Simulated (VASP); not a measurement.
# SrO in VASP: notebook

SrO is run at these levels: LDA; tasks: single point.

All numbers are computed with VASP 6.6.1; they aren't measurements. Logs are shortened: lines on timing, memory, paths and dates and some standing lists are left out, and cuts for length are marked.

### 1 The cell of the first run

It takes space group Fm-3m (No. 225, cubic). Conventional cell: a = 4.883 Å, b = 4.883 Å, c = 4.883 Å, α = 90.00°, β = 90.00°, γ = 90.00°. Sr (site symmetry m-3m) has 6 O at 2.44 Å within 3.2 Å. O (site symmetry m-3m) has 6 Sr at 2.44 Å within 3.2 Å.

### 2 Single point, LDA (strain -0.050 along x and y, -0.050 along z)

The input, INCAR:

```
SYSTEM = SrO
ALGO = Normal
EDIFF = 1E-6
ENCUT = 1340
GGA_COMPAT = .False.
ISIF = 2
ISMEAR = 0
LASPH = .True.
LCHARG = .False.
LREAL = .False.
LWAVE = .False.
NBANDS = 15
NELM = 120
PREC = Accurate
SIGMA = 0.05
```

The input, KPOINTS:

```
k-points
0
Gamma
  8 8 8
  0 0 0
```

The input, POSCAR:

```
SrO
1.0
    0.0000000000      2.4413100000      2.4413100000
    2.4413100000      0.0000000000      2.4413100000
    2.4413100000      2.4413100000      0.0000000000
Sr O
1 1
Direct
    0.0000000000      0.0000000000      0.0000000000
    0.5000000000      0.5000000000      0.5000000000
```

Potentials or basis: VASP PAW LDA potentials, release 64 (Sr_sv, O_h).

Launch:

```
$ cat potpaw_LDA.64/Sr_sv/POTCAR potpaw_LDA.64/O_h/POTCAR > POTCAR
$ mpirun -np 1 vasp_std > vasp.out
```

OUTCAR:

```text
SYSTEM = SrO
   EDIFF = 1E-6
   ENCUT = 1340
   ISIF = 2
   ISMEAR = 0
   LASPH = .True.
   LREAL = .False.
   NELM = 120
   PREC = Accurate

 ion  position               nearest neighbor table
   1  0.000  0.000  0.000-   2 2.44   2 2.44   2 2.44   2 2.44   2 2.44   2 2.44
   2  0.500  0.500  0.500-   1 2.44   1 2.44   1 2.44   1 2.44   1 2.44   1 2.44

  LATTYP: Found a face centered cubic cell.
 ALAT       =     4.8826200000

  Lattice vectors:

 A1 = (   0.0000000000,   2.4413100000,   2.4413100000)
 A2 = (   2.4413100000,   0.0000000000,   2.4413100000)
 A3 = (   2.4413100000,   2.4413100000,   0.0000000000)

Analysis of symmetry for initial positions (statically):
=====================================================================
 Subroutine PRICEL returns:
 Original cell was already a primitive cell.

 Routine SETGRP: Setting up the symmetry group for a
 face centered cubic supercell.

 Subroutine GETGRP returns: Found 48 space group operations
 (whereof 48 operations were pure point group operations)
 out of a pool of 48 trial point group operations.

The static configuration has the point symmetry O_h .

Analysis of symmetry for dynamics (positions and initial velocities):
=====================================================================
 Subroutine PRICEL returns:
 Original cell was already a primitive cell.

 Routine SETGRP: Setting up the symmetry group for a
 face centered cubic supercell.

 Subroutine GETGRP returns: Found 48 space group operations
 (whereof 48 operations were pure point group operations)
 out of a pool of 48 trial point group operations.

The dynamic configuration has the point symmetry O_h .

 Subroutine INISYM returns: Found 48 space group operations
 (whereof 48 operations are pure point group operations),
 and found     1 'primitive' translations

----------------------------------------------------------------------------------------

                                     Primitive cell

  volume of cell :      29.1004

  direct lattice vectors                    reciprocal lattice vectors
     0.000000000  2.441310000  2.441310000    -0.204808074  0.204808074  0.204808074
     2.441310000  0.000000000  2.441310000     0.204808074 -0.204808074  0.204808074
     2.441310000  2.441310000  0.000000000     0.204808074  0.204808074 -0.204808074

  length of vectors
     3.452533712  3.452533712  3.452533712     0.354737991  0.354737991  0.354737991

  position of ions in fractional coordinates (direct lattice)
     0.000000000  0.000000000  0.000000000
     0.500000000  0.500000000  0.500000000

  ion indices of the primitive-cell ions
   primitive index   ion index
                 1           1
                 2           2

----------------------------------------------------------------------------------------

 KPOINTS: k-points

Automatic generation of k-mesh.
 Grid dimensions read from file:
 generate k-points for:    8    8    8

 Generating k-lattice:

  Cartesian coordinates                     Fractional coordinates (reciprocal lattice)
    -0.025601009  0.025601009  0.025601009     0.125000000  0.000000000  0.000000000
     0.025601009 -0.025601009  0.025601009     0.000000000  0.125000000  0.000000000
     0.025601009  0.025601009 -0.025601009     0.000000000  0.000000000  0.125000000

  Length of vectors
     0.044342249  0.044342249  0.044342249

  Shift w.r.t. Gamma in fractional coordinates (k-lattice)
     0.000000000  0.000000000  0.000000000

 Subroutine IBZKPT returns following result:
 ===========================================

 Found     29 irreducible k-points:

 Following reciprocal coordinates:
            Coordinates               Weight
  0.000000  0.000000  0.000000      1.000000
  0.125000  0.000000  0.000000      8.000000
  0.250000  0.000000  0.000000      8.000000
  0.375000  0.000000  0.000000      8.000000
  0.500000  0.000000  0.000000      4.000000
  0.125000  0.125000  0.000000      6.000000
[... 16 lines left out ...]
  0.500000  0.250000  0.125000     48.000000
 -0.375000  0.250000  0.125000     24.000000
 [... further k-points ...]
   k-points           NKPTS =     29   k-points in BZ     NKDIM =     29   number of bands    NBANDS=     15
   number of dos      NEDOS =    301   number of ions     NIONS =      2
   total plane-waves  NPLWV =  74088
   dimension x,y,z NGX =    42 NGY =   42 NGZ =   42
   dimension x,y,z NGXF=    84 NGYF=   84 NGZF=   84
   ions per type =               1   1
   NGX,Y,Z   is equivalent  to a cutoff of  20.22, 20.22, 20.22 a.u.
   NGXF,Y,Z  is equivalent  to a cutoff of  40.45, 40.45, 40.45 a.u.
 SYSTEM =  SrO
   PREC   = accura    normal or accurate (medium, high low for compatibility)
   ISTART =      0    job   : 0-new  1-cont  2-samecut
   ICHARG =      2    charge: 1-file 2-atom 10-const
   ISPIN  =      1    spin polarized calculation?
   LNONCOLLINEAR =      F non collinear calculations
   LSORBIT =      F    spin-orbit coupling
   LASPH  =      T    aspherical Exc in radial PAW
   ENCUT  = 1340.0 eV  98.49 Ry    9.92 a.u.  10.30 10.30 10.30*2*pi/ulx,y,z
   NELM   =    120;   NELMIN=  2; NELMDL= -5     # of ELM steps
   EDIFF  = 0.1E-05   stopping-criterion for ELM
   LREAL  =      F    real-space projection
   EDIFFG = 0.1E-04   stopping-criterion for IOM
   NSW    =      0    number of steps for IOM
   IBRION =     -1    ionic relax: 0-MD 1-quasi-New 2-CG
   NFREE  =      0    steps in history (QN), initial steepest desc. (CG)
   ISIF   =      2    stress and relaxation
   ISYM   =      2    0-nonsym 1-usesym 2-fastsym
   POTIM  = 0.5000    time-step for ionic-motion
   TEBEG  =    0.0;   TEEND  =   0.0 temperature during run
   PSTRESS=    0.0 pullay stress
   NELECT =      16.0000    total number of electrons
   NUPDOWN=      -1.0000    fix difference up-down
   EMIN   =  10.00;   EMAX   =-10.00  energy-range for DOS
   EFERMI =   0.00;   METHOD = LEGACY
   ISMEAR =     0;   SIGMA  =   0.05  broadening in eV -4-tet -1-fermi 0-gaus
   EFERMI_NEDOS =   21; number of points for ismear=-14 and -15
   IALGO  =     38    algorithm
   IMIX   =      4    mixing-type and parameters
     AMIX     =   0.40;   BMIX     =  1.00
     AMIX_MAG =   1.60;   BMIX_MAG =  1.00
  volume/ion in A,a.u.               =      14.55        98.19
  Fermi-wavevector in a.u.,A,eV,Ry     =   1.341164  2.534433 24.473084  1.798721
  Thomas-Fermi vector in A             =   2.469419
   LORBIT       =      0    0 simple, 1 ext, 2 COOP (PROOUT), +10 PAW based schemes
   GGA     = CA    functional components
   LHFCALC =     F    Hartree Fock is set to
   AEXX    =    0.0000 exact exchange contribution
   IVDW    =     0    specifies the selected vdW correction
   LEPSILON=     F    determine dielectric tensor
   LRPA    =     F    only Hartree local field effects (RPA)
 non-spin polarized calculation
 Gauss-broadening in eV      SIGMA  =   0.05
  energy-cutoff  :     1340.00
  volume of cell :       29.10
 maximum number of plane-waves:      3287
 NGX is ok and might be reduce to    42
   NGX = 21   NGY = 21   NGZ = 21

 number of electron      15.9999999 magnetization

 Free energy of the ion-electron system (eV)
  ---------------------------------------------------
  ext. energy  EPLUGINS =         0.00000000
  ---------------------------------------------------
  free energy    TOTEN  =       -13.23067322 eV

  energy without entropy =      -13.23067322  energy(sigma->0) =      -13.23067322

 E-fermi :   2.8263     XC(G=0): -11.2796

 val. band max:        2.5066689022   @ k =   0.5000   0.5000   0.0000
 cond. band min:       5.3653816177   @ k =   0.5000   0.5000   0.0000
 fundamental gap:      2.8587127155
 Fermi energy:         2.8262878749

 k-point     1 :       0.0000    0.0000    0.0000
  band No.  band energies     occupation
      1     -29.1944      2.00000
      2     -12.5052      2.00000
      3     -10.6928      2.00000
      4     -10.6928      2.00000
      5     -10.6928      2.00000
      6       2.4438      2.00000
      7       2.4438      2.00000
      8       2.4438      2.00000
      9       7.4536      0.00000
     10       8.8418      0.00000
     11       8.8418      0.00000
     12       8.8418      0.00000
     13      11.4495      0.00000
     14      11.4495      0.00000
     15      15.5767      0.00000

 k-point     2 :       0.1250    0.0000    0.0000
  band No.  band energies     occupation
      1     -29.1542      2.00000
      2     -12.9517      2.00000
      3     -10.7104      2.00000
      4     -10.7104      2.00000
      5     -10.3347      2.00000
      6       1.9301      2.00000
      7       2.1735      2.00000
      8       2.1735      2.00000
      9       8.2150      0.00000
     10       8.6758      0.00000
     11       9.2117      0.00000
     12       9.2117      0.00000
     13      11.9845      0.00000
     14      11.9845      0.00000
     15      16.7802      0.00000

 k-point     3 :       0.2500    0.0000    0.0000
  band No.  band energies     occupation
      1     -29.0550      2.00000
      2     -13.7161      2.00000
      3     -10.7519      2.00000
      4     -10.7519      2.00000
      5      -9.7851      2.00000
      6       0.9588      2.00000
      7       1.6033      2.00000
      8       1.6033      2.00000
      9       8.7005      0.00000
     10       9.8615      0.00000
     11      10.2253      0.00000
     12      10.2253      0.00000
     13      13.2949      0.00000
     14      13.2949      0.00000
     15      19.3223      0.00000
[... 343 lines left out ...]
 k-point    23 :       0.5000    0.2500    0.1250
  band No.  band energies     occupation
      1     -28.9018      2.00000
      2     -14.0172      2.00000
      3     -11.3176      2.00000
      4     -10.9865      2.00000
      5      -9.8043      2.00000
      6       0.6901      2.00000
      7       1.2649      2.00000
      8       1.9370      2.00000
      9       8.1693      0.00000
     10      10.4685      0.00000
     11      12.3494      0.00000
     12      12.4876      0.00000
     13      14.9142      0.00000
     14      16.0126      0.00000
     15      18.4551      0.00000

 k-point    24 :      -0.3750    0.2500    0.1250
  band No.  band energies     occupation
      1     -28.8676      2.00000
      2     -14.1189      2.00000
      3     -11.3533      2.00000
      4     -11.0874      2.00000
      5      -9.7716      2.00000
      6       0.6143      2.00000
      7       1.4343      2.00000
      8       1.5903      2.00000
      9       9.2415      0.00000
     10       9.6439      0.00000
     11      12.8969      0.00000
     12      13.0951      0.00000
     13      15.5573      0.00000
     14      16.9670      0.00000
     15      17.5708      0.00000

 [... further k-points ...]

------------------------ aborting loop because EDIFF is reached ----------------------------------------

  FORCE on cell =-STRESS in cart. coord.  units (eV):
  Direction    XX          YY          ZZ          XY          YZ          ZX
  --------------------------------------------------------------------------------------
  -------------------------------------------------------------------------------------
  Total        2.8912363      2.8912363      2.8912363     -0.0000000     -0.0000000      0.0000000
  in kB      159.1825220    159.1825220    159.1825220     -0.0000000     -0.0000000      0.0000000
  external PRESSURE =     159.1825220 kB  Pullay stress =       0.0000000 kB

 VOLUME and BASIS-vectors are now :
 -----------------------------------------------------------------------------
  energy-cutoff  :     1340.00
  volume of cell :       29.10
      direct lattice vectors                 reciprocal lattice vectors
     0.000000000  2.441310000  2.441310000    -0.204808074  0.204808074  0.204808074
     2.441310000  0.000000000  2.441310000     0.204808074 -0.204808074  0.204808074
     2.441310000  2.441310000  0.000000000     0.204808074  0.204808074 -0.204808074

 POSITION                                       TOTAL-FORCE (eV/Angst)
 -----------------------------------------------------------------------------------
      0.00000      0.00000      0.00000         0.000000      0.000000      0.000000
      2.44131      2.44131      2.44131        -0.000000     -0.000000     -0.000000
 -----------------------------------------------------------------------------------
    total drift:                               -0.000000     -0.000000     -0.000000

  FREE ENERGIE OF THE ION-ELECTRON SYSTEM (eV)
  ---------------------------------------------------
  free  energy   TOTEN  =       -13.2306732171 eV

  energy  without entropy=      -13.2306732171  energy(sigma->0) =      -13.23067322
```

Wall time 58 s (1 thread of Intel Xeon Platinum 8259CL at 2.50GHz (Skylake/Cascade Lake), shared host); peak memory 0.25 GiB.

Results:

```yaml
Free_energy: -13.2307 eV
Pressure: 15.9 GPa
Band_gap_on_the_k_mesh: 2.86 eV
```

Levels at points of the mesh, in eV from the valence-band top:
| k point | band 4 | band 5 | band 6 | band 7 | band 8 | band 9 | band 10 | band 11 | band 12 | band 13 |
| --- | --- | --- | --- | --- | --- | --- | --- | --- | --- | --- |
| (0.00, 0.00, 0.00) | -13.20 | -13.20 | -0.06 | -0.06 | -0.06 | 4.95 | 6.34 | 6.34 | 6.34 | 8.94 |
| (0.50, 0.00, 0.00) | -13.31 | -11.78 | -2.63 | -1.58 | -1.58 | 7.05 | 9.49 | 9.65 | 9.65 | 13.47 |
| (0.50, 0.50, 0.00) | -13.82 | -13.82 | -0.12 | 0.00 | 0.00 | 2.86 | 8.98 | 11.17 | 11.56 | 12.39 |

Caveat: the cell differs from its parent crystal (strain -0.050 along x and y, -0.050 along z); the cell stands under pressure.

### 3 Single point, LDA (strain -0.050 along x and y, -0.025 along z)

The input, INCAR:

```
PREC = Accurate
ENCUT = 1340
EDIFF = 1E-6
ISMEAR = 0
SIGMA = 0.05
LREAL = F
LASPH = T
NELM = 120
ALGO = Normal
ISIF = 2
LWAVE = F
LCHARG = T
GGA = CA
LELF = T
LVHAR = T
NBANDS = 15
GGA_COMPAT = F
```

The input, KPOINTS:

```
Automatic mesh
0
Gamma
  8 8 8
```

The input, POSCAR:

```
SrO
1.0
    0.0000000000      2.4413100000      2.5055550000
    2.4413100000      0.0000000000      2.5055550000
    2.4413100000      2.4413100000      0.0000000000
Sr O
1 1
Direct
    0.0000000000      0.0000000000      0.0000000000
    0.5000000000      0.5000000000      0.5000000000
```

Potentials or basis: VASP PAW LDA potentials, release 64 (Sr_sv, O_h).

Launch:

```
$ cat potpaw_LDA.64/Sr_sv/POTCAR potpaw_LDA.64/O_h/POTCAR > POTCAR
$ mpirun -np 1 vasp_std > vasp.out
```

Run time: 76 s. Hardware: 1 thread of Intel Xeon Platinum 8488C (Sapphire Rapids), shared host; peak memory 0.3 GiB.

It converged, with:

| Item | Value |
| --- | --- |
| Free energy | -13.2868 eV |
| Pressure | 11.8 GPa |
| Band gap on the k mesh | 2.83 eV |

Stress tensor (GPa, compression positive):
```
13.98  0.00  0.00
 0.00 13.98  0.00
 0.00  0.00  7.56
```

Levels at points of the mesh, in eV from the valence-band top:
| k point | band 4 | band 5 | band 6 | band 7 | band 8 | band 9 | band 10 | band 11 | band 12 | band 13 |
| --- | --- | --- | --- | --- | --- | --- | --- | --- | --- | --- |
| (0.00, 0.00, 0.00) | -13.35 | -13.35 | -0.20 | -0.06 | -0.06 | 4.66 | 6.10 | 6.33 | 6.33 | 8.63 |
| (0.50, 0.00, 0.00) | -13.42 | -11.94 | -2.61 | -1.56 | -1.55 | 6.90 | 9.22 | 9.44 | 9.48 | 12.98 |
| (0.50, 0.50, 0.00) | -13.88 | -13.88 | -0.38 | -0.03 | -0.03 | 2.93 | 8.71 | 10.97 | 11.21 | 12.12 |
| (0.50, 0.00, 0.50) | -13.98 | -13.90 | -0.18 | -0.16 | 0.00 | 2.83 | 8.69 | 10.97 | 11.27 | 11.92 |

Caveat: the cell differs from its parent crystal (strain -0.050 along x and y, -0.025 along z); the stress differs along the axes, from 8 to 14 GPa.
